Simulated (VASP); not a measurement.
# C (P6_3/mmc) in VASP: notebook

Runs on C. Level: LDA. Tasks: single point.

The COD entry that gives the cell may itself be a prediction, so a difference from it is no test against experiment.

All numbers are computed with VASP 6.6.1; they aren't measurements. Logs are shortened: lines on timing, memory, paths and dates and some standing lists are left out, and cuts for length are marked.

## (1) The cell of the first run

It takes space group P6_3/mmc (No. 194, hexagonal). Conventional cell: a = 2.431 Å, b = 2.431 Å, c = 8.598 Å, α = 90.00°, β = 90.00°, γ = 120.00°. Within 2.0 Å of C (site symmetry 3m) lie 4 C at 1.49 to 1.65 Å. Within 2.0 Å of C (site symmetry 3m) lie 4 C at 1.49 to 1.66 Å.

## (2) Single point, LDA (mode 21 frozen in at +0.024 Å, strain +e along z and -e/2 along x and y +0.0467)

Input file INCAR:

```
  ALGO = Normal
  EDIFF = 1E-6
  ENCUT = 520
  GGA = CA
  ISIF = 2
  ISMEAR = 0
  LASPH = T
  LCHARG = F
  LREAL = F
  LWAVE = F
  NBANDS = 26
  NELM = 100
  PREC = Accurate
  SIGMA = 0.05
```

Input file KPOINTS:

```
k-points
0
Gamma
  12 12 4
```

Input file POSCAR:

```
C
1.0
    2.4314921993      0.0000000000      0.0000000000
   -1.2157460996      2.1057340137      0.0000000000
    0.0000000000      0.0000000000      8.5978723127
C
8
Direct
    0.0000000000      0.0000000000      0.0958582779
    0.0000000000      0.0000000000      0.5958582779
    0.0000000000      0.0000000000      0.4041417221
    0.0000000000      0.0000000000      0.9041417221
    0.3333333333      0.6666666667      0.1532727096
    0.6666666667      0.3333333333      0.6532727096
    0.3333333333      0.6666666667      0.3467272904
    0.6666666667      0.3333333333      0.8467272904
```

Potentials or basis: VASP PAW LDA potentials, release 64 (C).

On the command line:

```bash
$ cat potpaw_LDA.64/C/POTCAR > POTCAR
$ mpirun -np 1 vasp_std > vasp.out
```

OUTCAR:

```text
EDIFF = 1E-6
   ENCUT = 520
   GGA = CA
   ISIF = 2
   ISMEAR = 0
   LASPH = T
   LREAL = F
   NELM = 100
   PREC = Accurate

 ion  position               nearest neighbor table
   1  0.000  0.000  0.096-   5 1.49   5 1.49   5 1.49   4 1.65
   2  0.000  0.000  0.596-   6 1.49   6 1.49   6 1.49   3 1.65
   3  0.000  0.000  0.404-   7 1.49   7 1.49   7 1.49   2 1.65
   4  0.000  0.000  0.904-   8 1.49   8 1.49   8 1.49   1 1.65
   5  0.333  0.667  0.153-   1 1.49   1 1.49   1 1.49   7 1.66
   6  0.667  0.333  0.653-   2 1.49   2 1.49   2 1.49   8 1.66
   7  0.333  0.667  0.347-   3 1.49   3 1.49   3 1.49   5 1.66
   8  0.667  0.333  0.847-   4 1.49   4 1.49   4 1.49   6 1.66

  LATTYP: Found a hexagonal cell.
 ALAT       =     2.4314921993
 C/A-ratio  =     3.5360476645

  Lattice vectors:

 A1 = (   2.4314921993,   0.0000000000,   0.0000000000)
 A2 = (  -1.2157460996,   2.1057340137,   0.0000000000)
 A3 = (   0.0000000000,   0.0000000000,   8.5978723127)

Analysis of symmetry for initial positions (statically):
=====================================================================
 Subroutine PRICEL returns:
 Original cell was already a primitive cell.

 Routine SETGRP: Setting up the symmetry group for a
 hexagonal supercell.

 Subroutine GETGRP returns: Found 24 space group operations
 (whereof 12 operations were pure point group operations)
 out of a pool of 24 trial point group operations.

The static configuration has the point symmetry D_3d.
 The point group associated with its full space group is D_6h.

Analysis of symmetry for dynamics (positions and initial velocities):
=====================================================================
 Subroutine PRICEL returns:
 Original cell was already a primitive cell.

 Routine SETGRP: Setting up the symmetry group for a
 hexagonal supercell.

 Subroutine GETGRP returns: Found 24 space group operations
 (whereof 12 operations were pure point group operations)
 out of a pool of 24 trial point group operations.

The dynamic configuration has the point symmetry D_3d.
 The point group associated with its full space group is D_6h.

 Subroutine INISYM returns: Found 24 space group operations
 (whereof 12 operations are pure point group operations),
 and found     1 'primitive' translations

----------------------------------------------------------------------------------------

                                     Primitive cell

  volume of cell :      44.0218

  direct lattice vectors                    reciprocal lattice vectors
     2.431492199  0.000000000  0.000000000     0.411270084  0.237446893  0.000000000
    -1.215746100  2.105734014  0.000000000     0.000000000  0.474893787  0.000000000
     0.000000000  0.000000000  8.597872313     0.000000000  0.000000000  0.116307845

  length of vectors
     2.431492199  2.431492199  8.597872313     0.474893787  0.474893787  0.116307845

  position of ions in fractional coordinates (direct lattice)
     0.000000000  0.000000000  0.095858278
     0.000000000  0.000000000  0.595858278
     0.000000000  0.000000000  0.404141722
     0.000000000  0.000000000  0.904141722
     0.333333333  0.666666667  0.153272710
     0.666666667  0.333333333  0.653272710
     0.333333333  0.666666667  0.346727290
     0.666666667  0.333333333  0.846727290

  ion indices of the primitive-cell ions
   primitive index   ion index
                 1           1
                 2           2
                 3           3
                 4           4
                 5           5
                 6           6
                 7           7
                 8           8

----------------------------------------------------------------------------------------

 KPOINTS: k-points

Automatic generation of k-mesh.
 Grid dimensions read from file:
 generate k-points for:   12   12    4

 Generating k-lattice:

  Cartesian coordinates                     Fractional coordinates (reciprocal lattice)
     0.034272507  0.019787241  0.000000000     0.083333333  0.000000000  0.000000000
     0.000000000  0.039574482  0.000000000     0.000000000  0.083333333  0.000000000
     0.000000000  0.000000000  0.029076961     0.000000000  0.000000000  0.250000000

  Length of vectors
     0.039574482  0.039574482  0.029076961

  Shift w.r.t. Gamma in fractional coordinates (k-lattice)
     0.000000000  0.000000000  0.000000000

 Subroutine IBZKPT returns following result:
 ===========================================

 Found     57 irreducible k-points:

 Following reciprocal coordinates:
            Coordinates               Weight
  0.000000  0.000000  0.000000      1.000000
  0.083333  0.000000  0.000000      6.000000
  0.166667  0.000000  0.000000      6.000000
  0.250000 -0.000000  0.000000      6.000000
  0.333333 -0.000000  0.000000      6.000000
  0.416667 -0.000000  0.000000      6.000000
[... 16 lines left out ...]
  0.250000 -0.000000  0.250000     12.000000
  0.333333 -0.000000  0.250000     12.000000
 [... further k-points ...]
   k-points           NKPTS =     57   k-points in BZ     NKDIM =     57   number of bands    NBANDS=     26
   number of dos      NEDOS =    301   number of ions     NIONS =      8
   total plane-waves  NPLWV =  20736
   dimension x,y,z NGX =    18 NGY =   18 NGZ =   64
   dimension x,y,z NGXF=    36 NGYF=   36 NGZF=  128
   ions per type =               8
   NGX,Y,Z   is equivalent  to a cutoff of  12.31, 12.31, 12.37 a.u.
   NGXF,Y,Z  is equivalent  to a cutoff of  24.61, 24.61, 24.75 a.u.
 SYSTEM =  unknown system
   PREC   = accura    normal or accurate (medium, high low for compatibility)
   ISTART =      0    job   : 0-new  1-cont  2-samecut
   ICHARG =      2    charge: 1-file 2-atom 10-const
   ISPIN  =      1    spin polarized calculation?
   LNONCOLLINEAR =      F non collinear calculations
   LSORBIT =      F    spin-orbit coupling
   LASPH  =      T    aspherical Exc in radial PAW
   ENCUT  =  520.0 eV  38.22 Ry    6.18 a.u.   4.52  4.52 15.99*2*pi/ulx,y,z
   NELM   =    100;   NELMIN=  2; NELMDL= -5     # of ELM steps
   EDIFF  = 0.1E-05   stopping-criterion for ELM
   LREAL  =      F    real-space projection
   EDIFFG = 0.1E-04   stopping-criterion for IOM
   NSW    =      0    number of steps for IOM
   IBRION =     -1    ionic relax: 0-MD 1-quasi-New 2-CG
   NFREE  =      0    steps in history (QN), initial steepest desc. (CG)
   ISIF   =      2    stress and relaxation
   ISYM   =      2    0-nonsym 1-usesym 2-fastsym
   POTIM  = 0.5000    time-step for ionic-motion
   TEBEG  =    0.0;   TEEND  =   0.0 temperature during run
   PSTRESS=    0.0 pullay stress
   NELECT =      32.0000    total number of electrons
   NUPDOWN=      -1.0000    fix difference up-down
   EMIN   =  10.00;   EMAX   =-10.00  energy-range for DOS
   EFERMI =   0.00;   METHOD = LEGACY
   ISMEAR =     0;   SIGMA  =   0.05  broadening in eV -4-tet -1-fermi 0-gaus
   EFERMI_NEDOS =   21; number of points for ismear=-14 and -15
   IALGO  =     38    algorithm
   IMIX   =      4    mixing-type and parameters
     AMIX     =   0.40;   BMIX     =  1.00
     AMIX_MAG =   1.60;   BMIX_MAG =  1.00
  volume/ion in A,a.u.               =       5.50        37.13
  Fermi-wavevector in a.u.,A,eV,Ry     =   1.471982  2.781642 29.480146  2.166730
  Thomas-Fermi vector in A             =   2.587052
   LORBIT       =      0    0 simple, 1 ext, 2 COOP (PROOUT), +10 PAW based schemes
   GGA     = CA    functional components
   LHFCALC =     F    Hartree Fock is set to
   AEXX    =    0.0000 exact exchange contribution
   IVDW    =     0    specifies the selected vdW correction
   LEPSILON=     F    determine dielectric tensor
   LRPA    =     F    only Hartree local field effects (RPA)
 non-spin polarized calculation
 Gauss-broadening in eV      SIGMA  =   0.05
  energy-cutoff  :      520.00
  volume of cell :       44.02
 maximum number of plane-waves:      1207
   NGX =  9   NGY =  9   NGZ = 31

 number of electron      31.9999996 magnetization

 Free energy of the ion-electron system (eV)
  ---------------------------------------------------
  ext. energy  EPLUGINS =         0.00000000
  ---------------------------------------------------
  free energy    TOTEN  =       -80.23888381 eV

  energy without entropy =      -80.23888381  energy(sigma->0) =      -80.23888381

 E-fermi :  10.9934     XC(G=0): -13.6371

 val. band max:       10.6740617285   @ k =   0.0000   0.0000   0.0000
 cond. band min:      13.2833229986   @ k =   0.0000   0.0000   0.0000
 fundamental gap:      2.6092612701
 Fermi energy:        10.9933791587

 k-point     1 :       0.0000    0.0000    0.0000
  band No.  band energies     occupation
      1     -11.6273      2.00000
      2     -10.1107      2.00000
      3     -10.0566      2.00000
      4      -6.8041      2.00000
      5      -3.2518      2.00000
      6       2.7959      2.00000
[... 18 lines left out ...]
     25      19.2349      0.00000
     26      19.5080      0.00000

 k-point     2 :       0.0833    0.0000    0.0000
  band No.  band energies     occupation
      1     -11.4441      2.00000
      2      -9.9305      2.00000
      3      -9.8771      2.00000
      4      -6.6417      2.00000
      5      -3.0673      2.00000
      6       2.9281      2.00000
[... 18 lines left out ...]
     25      19.5147      0.00000
     26      19.8430      0.00000

 k-point     3 :       0.1667    0.0000    0.0000
  band No.  band energies     occupation
      1     -10.8962      2.00000
      2      -9.3916      2.00000
      3      -9.3406      2.00000
      4      -6.1562      2.00000
      5      -2.5206      2.00000
      6       3.3008      2.00000
[... 572 lines left out ...]
 k-point    23 :       0.2500   -0.0000    0.2500
  band No.  band energies     occupation
      1      -9.8927      2.00000
      2      -9.1306      2.00000
      3      -7.6621      2.00000
      4      -5.8176      2.00000
      5      -1.0196      2.00000
      6       2.0052      2.00000
[... 18 lines left out ...]
     25      20.8734      0.00000
     26      22.6103      0.00000

 k-point    24 :       0.3333   -0.0000    0.2500
  band No.  band energies     occupation
      1      -8.6391      2.00000
      2      -7.8900      2.00000
      3      -6.4555      2.00000
      4      -4.6824      2.00000
      5      -0.4185      2.00000
      6       0.1674      2.00000
[... 18 lines left out ...]
     25      21.5701      0.00000
     26      21.8342      0.00000

 [... further k-points ...]
[... 5 lines left out ...]
  --------------------------------------------------------------------------------------
  -------------------------------------------------------------------------------------
  Total        9.7763123      9.7763123    -12.3480930      0.0000000      0.0000000     -0.0000000
  in kB      355.8100928    355.8100928   -449.4103695      0.0000000      0.0000000     -0.0000000
  external PRESSURE =      87.4032720 kB  Pullay stress =       0.0000000 kB

 VOLUME and BASIS-vectors are now :
 -----------------------------------------------------------------------------
  energy-cutoff  :      520.00
  volume of cell :       44.02
      direct lattice vectors                 reciprocal lattice vectors
     2.431492199  0.000000000  0.000000000     0.411270084  0.237446893  0.000000000
    -1.215746100  2.105734014  0.000000000     0.000000000  0.474893787  0.000000000
     0.000000000  0.000000000  8.597872313     0.000000000  0.000000000  0.116307845

 POSITION                                       TOTAL-FORCE (eV/Angst)
 -----------------------------------------------------------------------------------
      0.00000      0.00000      0.82418         0.000000     -0.000000     -1.368479
      0.00000      0.00000      5.12311        -0.000000      0.000000     -1.368479
      0.00000      0.00000      3.47476        -0.000000      0.000000      1.368479
      0.00000      0.00000      7.77370         0.000000      0.000000      1.368479
     -0.00000      1.40382      1.31782        -0.000000      0.000000      1.180769
      1.21575      0.70191      5.61676         0.000000     -0.000000      1.180769
     -0.00000      1.40382      2.98112         0.000000      0.000000     -1.180769
      1.21575      0.70191      7.28005         0.000000      0.000000     -1.180769
 -----------------------------------------------------------------------------------
    total drift:                               -0.000000      0.000000     -0.000000

  FREE ENERGIE OF THE ION-ELECTRON SYSTEM (eV)
  ---------------------------------------------------
  free  energy   TOTEN  =       -80.2388838115 eV

  energy  without entropy=      -80.2388838115  energy(sigma->0) =      -80.23888381
```

Wall time 48 s (1 thread of AMD EPYC 7R43 (Zen 3), shared host); peak memory 0.12 GiB.

What came out:

- Free energy: -80.2389 eV
- Pressure: 8.7 GPa
- Largest force: 1.368 eV/Å
- Band gap on the k mesh: 2.61 eV, direct

Forces in eV/Å, atoms in the order of the input:
```
C    0.000  0.000 -1.368
C    0.000  0.000 -1.368
C    0.000  0.000  1.368
C    0.000  0.000  1.368
C    0.000  0.000  1.181
C    0.000  0.000  1.181
C    0.000  0.000 -1.181
C    0.000  0.000 -1.181
```

Caveat: the cell differs from its parent crystal (mode 21 frozen in at +0.024 Å, strain +e along z and -e/2 along x and y +0.0467); forces of over 1 eV/Å act on the atoms, so gaps and moduli don't describe the material at rest.

## (3) Single point, LDA (mode 21 frozen in at +0.048 Å, strain +e along z and -e/2 along x and y -0.0467)

Input file INCAR:

```
PREC     = Accurate       # precision mode
ENCUT    = 520            # plane-wave cutoff, eV
EDIFF    = 1E-6           # SCF threshold, eV
ISMEAR   = 0              # smearing method
SIGMA    = 0.05           # smearing width, eV
LREAL    = False          # projectors in reciprocal space
LASPH    = True           # aspherical terms in the spheres
NELM     = 60             # most SCF steps
ALGO     = Normal         # electronic algorithm
ISIF     = 2              # what is computed and relaxed
LWAVE    = False          # write WAVECAR
LCHARG   = True           # write CHGCAR
LELF     = True           # ELF
LVHAR    = True         
NBANDS   = 26             # bands
```

Input file KPOINTS:

```
Automatic mesh
0
Gamma
  12 12 4
```

Input file POSCAR:

```
C
1.0
    2.5477576841      0.0000000000      0.0000000000
   -1.2738788420      2.2064228771      0.0000000000
    0.0000000000      0.0000000000      7.8306598603
C
8
Direct
    0.0000000000      0.0000000000      0.0987800240
    0.0000000000      0.0000000000      0.5987800240
    0.0000000000      0.0000000000      0.4012199760
    0.0000000000      0.0000000000      0.9012199760
    0.3333333333      0.6666666667      0.1510010552
    0.6666666667      0.3333333333      0.6510010552
    0.3333333333      0.6666666667      0.3489989448
    0.6666666667      0.3333333333      0.8489989448
```

Potentials or basis: VASP PAW LDA potentials, release 64 (C).

On the command line:

```bash
$ cat potpaw_LDA.64/C/POTCAR > POTCAR
$ mpirun -np 1 vasp_std > vasp.out
```

It took 63 s on 1 thread of AMD EPYC 7R43 (Zen 3), shared host; peak memory 0.12 GiB.

The run converged. Its results:

| Property | Result |
| --- | --- |
| Free energy | -79.8959 eV |
| Pressure | 3.9 GPa |
| Largest force | 3.233 eV/Å |
| Band gap on the k mesh | 2.43 eV, indirect (least direct gap 4.05 eV) |

Forces in eV/Å, atoms in the order of the input:
```
C    0.000  0.000 -3.233
C    0.000  0.000 -3.233
C    0.000  0.000  3.233
C    0.000  0.000  3.233
C    0.000  0.000  2.225
C    0.000  0.000  2.225
C    0.000  0.000 -2.225
C    0.000  0.000 -2.225
```

Stress tensor (GPa, compression positive):
```
-23.30   0.00   0.00
  0.00 -23.30   0.00
  0.00   0.00  58.23
```

Levels at points of the mesh, in eV from the valence-band top:
| k point | band 14 | band 15 | band 16 | band 17 | band 18 | band 19 |
| --- | --- | --- | --- | --- | --- | --- |
| (0.00, 0.00, 0.00) | -1.63 | -1.63 | 0.00 | 4.05 | 4.05 | 4.86 |
| (0.50, 0.00, 0.00) | -4.67 | -4.36 | -3.99 | 2.43 | 3.94 | 4.16 |
| (0.00, 0.00, 0.50) | -2.33 | -2.25 | -2.25 | 4.76 | 4.76 | 4.76 |
| (0.50, 0.00, 0.50) | -5.17 | -5.13 | -5.13 | 2.82 | 2.82 | 5.90 |

Caveat: the cell differs from its parent crystal (mode 21 frozen in at +0.048 Å, strain +e along z and -e/2 along x and y -0.0467); forces of over 1 eV/Å act on the atoms, so gaps and moduli don't describe the material at rest.
